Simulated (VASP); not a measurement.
# PtSe2 (P-3m1) in VASP: further runs

PtSe2 is run at these levels: r2SCAN; tasks: single point.

Program: VASP 6.6.1. These are calculated values, not measurements. Logs are shortened: lines on timing, memory, paths and dates and some standing lists are left out, and cuts for length are marked.

### 1 The cell of the first run

It takes space group P-3m1 (No. 164, trigonal). Conventional cell: a = 3.724 Å, b = 3.724 Å, c = 5.062 Å, α = 90.00°, β = 90.00°, γ = 120.00°. Within 3.3 Å of Pt (site symmetry -3m) lie 6 Se at 2.49 Å. Within 3.4 Å of Se (site symmetry 3m) lie 3 Pt at 2.49 Å and 6 Se at 3.32 Å.

### 2 Single point, r2SCAN

POSCAR reads:

```
PtSe2
1.0
    3.7240006046      0.0000000000      0.0000000000
   -1.8620003023      3.2250791273      0.0000000000
    0.0000000000      0.0000000000      5.0620000000
Pt Se
1 2
Direct
    0.0000000000      0.0000000000      0.0000000000
    0.3333333333      0.6666666667      0.2500000000
    0.6666666667      0.3333333333      0.7500000000
```

INCAR.step1 reads:

```
SYSTEM = PtSe2
PREC = Accurate ; ENCUT = 520
ISMEAR = 0 ; SIGMA = 0.15
LREAL = .FALSE. ; LASPH = .TRUE.
NELM = 100 ; NBANDS = 18
GGA = PE ; ALGO = Normal
EDIFF = 1E-4 ; LWAVE = .TRUE.
LCHARG = .FALSE.
```

INCAR.step2 reads:

```
SYSTEM = PtSe2
PREC = Accurate ; ENCUT = 520
EDIFF = 1E-6 ; ISMEAR = 0
SIGMA = 0.15 ; LREAL = .FALSE.
LASPH = .TRUE. ; NELM = 100
ALGO = Normal ; ISIF = 2
LWAVE = .FALSE. ; LCHARG = .FALSE.
METAGGA = R2SCAN ; LMIXTAU = .TRUE.
NBANDS = 18 ; ISTART = 1
```

KPOINTS reads:

```
regular mesh
0
G
  15 15 10
  0 0 0
```

Potentials or basis: VASP PAW PBE potentials, release 64 (Pt, Se).

Started as:

```sh
$ cat potpaw_PBE.64/Pt/POTCAR potpaw_PBE.64/Se/POTCAR > POTCAR
$ cp INCAR.step1 INCAR
$ mpirun -np 1 vasp_std > vasp.out
$ cp INCAR.step2 INCAR
$ mpirun -np 1 vasp_std > vasp.out
```

OUTCAR:

```text
SYSTEM = PtSe2
   PREC = Accurate
   ENCUT = 520
   EDIFF = 1E-6
   ISMEAR = 0
   LREAL = .FALSE.
   LASPH = .TRUE.
   NELM = 100
   ISIF = 2
   METAGGA = R2SCAN
   ISTART = 1

 ion  position               nearest neighbor table
   1  0.000  0.000  0.000-   2 2.49   3 2.49   3 2.49   2 2.49   3 2.49   2 2.49
   2  0.333  0.667  0.250-   1 2.49   1 2.49   1 2.49
   3  0.667  0.333  0.750-   1 2.49   1 2.49   1 2.49

  LATTYP: Found a hexagonal cell.
 ALAT       =     3.7240006046
 C/A-ratio  =     1.3592908642

  Lattice vectors:

 A1 = (   3.7240006046,   0.0000000000,   0.0000000000)
 A2 = (  -1.8620003023,   3.2250791273,   0.0000000000)
 A3 = (   0.0000000000,   0.0000000000,   5.0620000000)

Analysis of symmetry for initial positions (statically):
=====================================================================
 Subroutine PRICEL returns:
 Original cell was already a primitive cell.

 Routine SETGRP: Setting up the symmetry group for a
 hexagonal supercell.

 Subroutine GETGRP returns: Found 12 space group operations
 (whereof 12 operations were pure point group operations)
 out of a pool of 24 trial point group operations.

The static configuration has the point symmetry D_3d.

Analysis of symmetry for dynamics (positions and initial velocities):
=====================================================================
 Subroutine PRICEL returns:
 Original cell was already a primitive cell.

 Routine SETGRP: Setting up the symmetry group for a
 hexagonal supercell.

 Subroutine GETGRP returns: Found 12 space group operations
 (whereof 12 operations were pure point group operations)
 out of a pool of 24 trial point group operations.

The dynamic configuration has the point symmetry D_3d.

 Subroutine INISYM returns: Found 12 space group operations
 (whereof 12 operations are pure point group operations),
 and found     1 'primitive' translations

----------------------------------------------------------------------------------------

                                     Primitive cell

  volume of cell :      60.7956

  direct lattice vectors                    reciprocal lattice vectors
     3.724000605  0.000000000  0.000000000     0.268528420  0.155034956  0.000000000
    -1.862000302  3.225079127  0.000000000     0.000000000  0.310069912  0.000000000
     0.000000000  0.000000000  5.062000000     0.000000000  0.000000000  0.197550375

  length of vectors
     3.724000605  3.724000605  5.062000000     0.310069912  0.310069912  0.197550375

  position of ions in fractional coordinates (direct lattice)
[... 77 lines left out ...]
   LSORBIT =      F    spin-orbit coupling
   LASPH  =      T    aspherical Exc in radial PAW
   ENCUT  =  520.0 eV  38.22 Ry    6.18 a.u.   6.92  6.92  9.41*2*pi/ulx,y,z
   NELM   =    100;   NELMIN=  2; NELMDL=  0     # of ELM steps
   EDIFF  = 0.1E-05   stopping-criterion for ELM
   LREAL  =      F    real-space projection
   EDIFFG = 0.1E-04   stopping-criterion for IOM
   NSW    =      0    number of steps for IOM
   IBRION =     -1    ionic relax: 0-MD 1-quasi-New 2-CG
   NFREE  =      0    steps in history (QN), initial steepest desc. (CG)
   ISIF   =      2    stress and relaxation
   ISYM   =      2    0-nonsym 1-usesym 2-fastsym
   POTIM  = 0.5000    time-step for ionic-motion
   TEBEG  =    0.0;   TEEND  =   0.0 temperature during run
   PSTRESS=    0.0 pullay stress
   NELECT =      22.0000    total number of electrons
   NUPDOWN=      -1.0000    fix difference up-down
   EMIN   =  10.00;   EMAX   =-10.00  energy-range for DOS
   EFERMI =   0.00;   METHOD = LEGACY
   ISMEAR =     0;   SIGMA  =   0.15  broadening in eV -4-tet -1-fermi 0-gaus
   EFERMI_NEDOS =   21; number of points for ismear=-14 and -15
   IALGO  =     38    algorithm
   IMIX   =      4    mixing-type and parameters
     AMIX     =   0.40;   BMIX     =  1.00
     AMIX_MAG =   1.60;   BMIX_MAG =  1.00
  volume/ion in A,a.u.               =      20.27       136.76
  Fermi-wavevector in a.u.,A,eV,Ry     =   1.166608  2.204570 18.517180  1.360974
  Thomas-Fermi vector in A             =   2.303119
   LORBIT       =      0    0 simple, 1 ext, 2 COOP (PROOUT), +10 PAW based schemes
   METAGGA = R2SCAN    functional components
   LHFCALC =     F    Hartree Fock is set to
   AEXX    =    0.0000 exact exchange contribution
   IVDW    =     0    specifies the selected vdW correction
   LEPSILON=     F    determine dielectric tensor
   LRPA    =     F    only Hartree local field effects (RPA)
 non-spin polarized calculation
 Gauss-broadening in eV      SIGMA  =   0.15
  energy-cutoff  :      520.00
  volume of cell :       60.80
 maximum number of plane-waves:      1655
   NGX = 13   NGY = 13   NGZ = 19

 number of electron      21.9999999 magnetization

 Free energy of the ion-electron system (eV)
  ---------------------------------------------------
  ext. energy  EPLUGINS =         0.00000000
  ---------------------------------------------------
  free energy    TOTEN  =       -81.42649942 eV

  energy without entropy =      -81.42162468  energy(sigma->0) =      -81.42406205

 E-fermi :   6.4005     XC(G=0): -11.2678

 val. band max:        6.3872687769   @ k =   0.0667   0.0000   0.1000
 cond. band min:       6.4189542430   @ k =  -0.0667   0.3333   0.3000
 fundamental gap:      0.0316854661
 Fermi energy:         6.4005436933

 k-point     1 :       0.0000    0.0000    0.0000
  band No.  band energies     occupation
      1     -10.0111      2.00000
      2      -7.0600      2.00000
      3      -1.1498      2.00000
      4      -0.4518      2.00000
      5      -0.4518      2.00000
      6       2.0695      2.00000
[... 481 lines left out ...]
      5       0.5488      2.00000
      6       1.1539      2.00000
[... 10 lines left out ...]
     17      16.1913      0.00000
     18      16.8844      0.00000

 [... further k-points ...]
[... 5 lines left out ...]
  --------------------------------------------------------------------------------------
  -------------------------------------------------------------------------------------
  Total        1.9066999      1.9066999      1.8817810     -0.0000000      0.0000000      0.0000000
  in kB       50.2482186     50.2482186     49.5915184     -0.0000000      0.0000000      0.0000000
  external PRESSURE =      50.0293185 kB  Pullay stress =       0.0000000 kB

 VOLUME and BASIS-vectors are now :
 -----------------------------------------------------------------------------
  energy-cutoff  :      520.00
  volume of cell :       60.80
      direct lattice vectors                 reciprocal lattice vectors
     3.724000605  0.000000000  0.000000000     0.268528420  0.155034956  0.000000000
    -1.862000302  3.225079127  0.000000000     0.000000000  0.310069912  0.000000000
     0.000000000  0.000000000  5.062000000     0.000000000  0.000000000  0.197550375

 POSITION                                       TOTAL-FORCE (eV/Angst)
 -----------------------------------------------------------------------------------
      0.00000      0.00000      0.00000         0.000000      0.000000      0.000000
     -0.00000      2.15005      1.26550        -0.000000      0.000000      0.380299
      1.86200      1.07503      3.79650         0.000000     -0.000000     -0.380299
 -----------------------------------------------------------------------------------
    total drift:                               -0.000000     -0.000000     -0.000000

  FREE ENERGIE OF THE ION-ELECTRON SYSTEM (eV)
  ---------------------------------------------------
  free  energy   TOTEN  =       -81.4264994220 eV

  energy  without entropy=      -81.4216246822  energy(sigma->0) =      -81.42406205
```

Wall time 12 min (1 thread of Intel Xeon Platinum 8375C at 2.90GHz (Ice Lake), shared host); peak memory 0.38 GiB.

Results:

| Property | Result |
| --- | --- |
| Free energy | -81.4265 eV |
| Pressure | 5.0 GPa |
| Largest force | 0.380 eV/Å |
| Band gap on the k mesh | zero (bands 11 and 12 overlap by 0.33 eV) |

Forces in eV/Å, atoms in the order of the input:
```
Pt   0.000  0.000  0.000
Se   0.000  0.000  0.380
Se   0.000  0.000 -0.380
```

Caveat: the cell stands under pressure; the PAW data sets were made with another functional, which shifts forces and pressure a little; spin-orbit coupling is left out, which moves the levels of the heavy elements.

### 3 Single point, r2SCAN

POSCAR is that of step 2.

INCAR.step1 reads:

```
PREC     = Accurate       # precision mode
ENCUT    = 520            # plane-wave cutoff, eV
ISMEAR   = 0              # smearing method
SIGMA    = 0.15           # smearing width, eV
LREAL    = False          # projectors in reciprocal space
LASPH    = True           # aspherical terms in the spheres
NELM     = 80             # most SCF steps
NBANDS   = 18             # bands
GGA      = PE             # functional
ALGO     = Normal         # electronic algorithm
EDIFF    = 1E-4           # SCF threshold, eV
LWAVE    = True           # write WAVECAR
LCHARG   = False          # write CHGCAR
```

INCAR.step2 reads:

```
PREC     = Accurate       # precision mode
ENCUT    = 520            # plane-wave cutoff, eV
EDIFF    = 1E-6           # SCF threshold, eV
ISMEAR   = 0              # smearing method
SIGMA    = 0.15           # smearing width, eV
LREAL    = False          # projectors in reciprocal space
LASPH    = True           # aspherical terms in the spheres
NELM     = 80             # most SCF steps
ALGO     = Normal         # electronic algorithm
ISIF     = 2              # what is computed and relaxed
LWAVE    = False          # write WAVECAR
LCHARG   = False          # write CHGCAR
METAGGA  = R2SCAN         # meta-GGA
LMIXTAU  = True         
NBANDS   = 18             # bands
ISTART   = 1
```

KPOINTS reads:

```
regular mesh
0
Gamma
  18 18 10
```

Potentials or basis: VASP PAW PBE potentials, release 64 (Pt, Se).

Started as:

```sh
$ cat potpaw_PBE.64/Pt/POTCAR potpaw_PBE.64/Se/POTCAR > POTCAR
$ cp INCAR.step1 INCAR
$ mpirun -np 1 vasp_std > vasp.out
$ cp INCAR.step2 INCAR
$ mpirun -np 1 vasp_std > vasp.out
```

OUTCAR:

```text
PREC = Accurate
   ENCUT = 520
   EDIFF = 1E-6
   ISMEAR = 0
   LREAL = False
   LASPH = True
   NELM = 80
   ISIF = 2
   METAGGA = R2SCAN
   ISTART = 1

 ion  position               nearest neighbor table
   1  0.000  0.000  0.000-   2 2.49   3 2.49   3 2.49   2 2.49   3 2.49   2 2.49
   2  0.333  0.667  0.250-   1 2.49   1 2.49   1 2.49
   3  0.667  0.333  0.750-   1 2.49   1 2.49   1 2.49

  LATTYP: Found a hexagonal cell.
 ALAT       =     3.7240006046
 C/A-ratio  =     1.3592908642

  Lattice vectors:

 A1 = (   3.7240006046,   0.0000000000,   0.0000000000)
 A2 = (  -1.8620003023,   3.2250791273,   0.0000000000)
 A3 = (   0.0000000000,   0.0000000000,   5.0620000000)

Analysis of symmetry for initial positions (statically):
=====================================================================
 Subroutine PRICEL returns:
 Original cell was already a primitive cell.

 Routine SETGRP: Setting up the symmetry group for a
 hexagonal supercell.
[... 158 lines left out ...]

 number of electron      21.9999999 magnetization

 Free energy of the ion-electron system (eV)
  ---------------------------------------------------
  ext. energy  EPLUGINS =         0.00000000
  ---------------------------------------------------
  free energy    TOTEN  =       -81.42650644 eV

  energy without entropy =      -81.42168514  energy(sigma->0) =      -81.42409579

 E-fermi :   6.3996     XC(G=0): -11.2678

 val. band max:        6.3906220656   @ k =  -0.0556   0.3333   0.3000
 cond. band min:       6.4291849150   @ k =   0.0556   0.0000   0.1000
 fundamental gap:      0.0385628494
 Fermi energy:         6.3996105195

 k-point     1 :       0.0000    0.0000    0.0000
  band No.  band energies     occupation
      1     -10.0110      2.00000
      2      -7.0600      2.00000
      3      -1.1497      2.00000
      4      -0.4518      2.00000
      5      -0.4518      2.00000
      6       2.0694      2.00000
[... 481 lines left out ...]
      5       0.7675      2.00000
      6       1.3828      2.00000
[... 10 lines left out ...]
     17      15.5026      0.00000
     18      16.8587      0.00000

 [... further k-points ...]
[... 5 lines left out ...]
  --------------------------------------------------------------------------------------
  -------------------------------------------------------------------------------------
  Total        1.9068856      1.9068856      1.8815775     -0.0000000      0.0000000      0.0000000
  in kB       50.2531111     50.2531111     49.5861549     -0.0000000      0.0000000      0.0000000
  external PRESSURE =      50.0307923 kB  Pullay stress =       0.0000000 kB

 VOLUME and BASIS-vectors are now :
 -----------------------------------------------------------------------------
  energy-cutoff  :      520.00
  volume of cell :       60.80
      direct lattice vectors                 reciprocal lattice vectors
     3.724000605  0.000000000  0.000000000     0.268528420  0.155034956  0.000000000
    -1.862000302  3.225079127  0.000000000     0.000000000  0.310069912  0.000000000
     0.000000000  0.000000000  5.062000000     0.000000000  0.000000000  0.197550375

 POSITION                                       TOTAL-FORCE (eV/Angst)
 -----------------------------------------------------------------------------------
      0.00000      0.00000      0.00000        -0.000000      0.000000      0.000000
     -0.00000      2.15005      1.26550        -0.000000      0.000000      0.379813
      1.86200      1.07503      3.79650         0.000000     -0.000000     -0.379813
 -----------------------------------------------------------------------------------
    total drift:                               -0.000000     -0.000000     -0.000000

  FREE ENERGIE OF THE ION-ELECTRON SYSTEM (eV)
  ---------------------------------------------------
  free  energy   TOTEN  =       -81.4265064354 eV

  energy  without entropy=      -81.4216851409  energy(sigma->0) =      -81.42409579
```

OUTCAR.step1:

```text
PREC = Accurate
   ENCUT = 520
   ISMEAR = 0
   LREAL = False
   LASPH = True
[... 729 lines left out ...]
      0.00000      0.00000      0.00000        -0.000000      0.000000      0.000000
     -0.00000      2.15005      1.26550         0.000000      0.000000      0.573236
      1.86200      1.07503      3.79650        -0.000000     -0.000000     -0.573236
 -----------------------------------------------------------------------------------
    total drift:                               -0.000000     -0.000000     -0.000000

  FREE ENERGIE OF THE ION-ELECTRON SYSTEM (eV)
  ---------------------------------------------------
  free  energy   TOTEN  =       -14.1894776518 eV

  energy  without entropy=      -14.1825688675  energy(sigma->0) =      -14.18602326
```

OSZICAR.step1:

```text
N       E                     dE             d eps       ncg     rms          rms(c)
DAV:   1     0.110736495206E+03    0.11074E+03   -0.10124E+04 12016   0.108E+03
DAV:   2    -0.979029978689E+01   -0.12053E+03   -0.11648E+03 14526   0.212E+02
DAV:   3    -0.149395743965E+02   -0.51493E+01   -0.51076E+01 14442   0.434E+01
DAV:   4    -0.149795081899E+02   -0.39934E-01   -0.39918E-01 14886   0.415E+00
DAV:   5    -0.149799219832E+02   -0.41379E-03   -0.41378E-03 14196   0.411E-01    0.131E+01
DAV:   6    -0.144026721632E+02    0.57725E+00   -0.40854E+00 12250   0.186E+01    0.798E+00
DAV:   7    -0.142089651565E+02    0.19371E+00   -0.79481E-01 12152   0.878E+00    0.400E+00
DAV:   8    -0.141912717359E+02    0.17693E-01   -0.45737E-02 13100   0.159E+00    0.811E-01
DAV:   9    -0.141892777992E+02    0.19939E-02   -0.66352E-03 13556   0.783E-01    0.168E-01
DAV:  10    -0.141894763767E+02   -0.19858E-03   -0.10196E-03 13992   0.208E-01    0.452E-02
DAV:  11    -0.141894776518E+02   -0.12750E-05   -0.45320E-05  6844   0.630E-02
   1 F= -.14189478E+02 E0= -.14186023E+02  d E =-.690878E-02
```

It took 17 min on 1 thread of Intel Xeon Platinum 8375C at 2.90GHz (Ice Lake), shared host; peak memory 0.46 GiB.

What came out:

* Free energy: -81.4265 eV
* Pressure: 5.0 GPa
* Largest force: 0.380 eV/Å
* Band gap on the k mesh: zero (bands 11 and 12 overlap by 0.39 eV)

Forces in eV/Å, atoms in the order of the input:
```
Pt   0.000  0.000  0.000
Se   0.000  0.000  0.380
Se   0.000  0.000 -0.380
```

Caveat: the cell stands under pressure; the PAW data sets were made with another functional, which shifts forces and pressure a little; spin-orbit coupling is left out, which moves the levels of the heavy elements.
